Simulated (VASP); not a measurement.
Wanted: the native input for a VASP 6.6.1 run.

- Task: single point
- Functional: r2SCAN
- Potentials or basis: VASP PAW PBE potentials, release 64 (Zn, S)
- Cutoff: 520 eV
- k mesh: 8 × 8 × 8
- Occupations: gaussian, width 0.01 eV
- Spin: no spin polarisation
- Dipole correction: no
- Further INCAR settings: ALGO = Normal; EDIFF = 1e-06; NBANDS = 16

Crystal: ZnS.

```
CELL_PARAMETERS angstrom
0.00000 2.69410 2.69410
2.69410 0.00000 2.69410
2.69410 2.69410 0.00000
ATOMIC_POSITIONS crystal
Zn 0.25000 0.25000 0.25000
S 0.00000 0.00000 0.00000
```

One way to write it, as run:

POSCAR

```
ZnS
1.0
    0.0000000000      2.6940955531      2.6940955531
    2.6940955531      0.0000000000      2.6940955531
    2.6940955531      2.6940955531      0.0000000000
Zn S
1 1
Direct
    0.2500000000      0.2500000000      0.2500000000
    0.0000000000      0.0000000000      0.0000000000
```

INCAR.step1

```
ALGO = Normal ; EDIFF = 1E-4
ENCUT = 520 ; GGA = PE
ISMEAR = 0 ; LASPH = T
LCHARG = F ; LREAL = F
LWAVE = T ; NBANDS = 16
NELM = 100 ; PREC = Accurate
SIGMA = 0.01
```

INCAR.step2

```
ALGO = Normal ; EDIFF = 1E-6
ENCUT = 520 ; ISIF = 2
ISMEAR = 0 ; ISTART = 1
LASPH = T ; LCHARG = T
LELF = T ; LMIXTAU = T
LREAL = F ; LVHAR = T
LWAVE = F ; METAGGA = R2SCAN
NBANDS = 16 ; NELM = 100
PREC = Accurate ; SIGMA = 0.01
```

KPOINTS

```
k-points
0
Gamma
  8 8 8
```

Potentials or basis: VASP PAW PBE potentials, release 64 (Zn, S).

Run with:

```console
$ cat potpaw_PBE.64/Zn/POTCAR potpaw_PBE.64/S/POTCAR > POTCAR
$ cp INCAR.step1 INCAR
$ mpirun -np 1 vasp_std > vasp.out
$ cp INCAR.step2 INCAR
$ mpirun -np 1 vasp_std > vasp.out
```

It gave:

* Pressure: 0.0 GPa
* Band gap on the k mesh: 2.72 eV, direct

Caveat: the PAW data sets were made with another functional, which shifts forces and pressure a little.

It took 77 s on 1 thread of Intel(R) Xeon(R) Platinum 8259CL CPU @ 2.50GHz (Skylake/Cascade Lake) (shared host), peak memory 0.17 GiB.
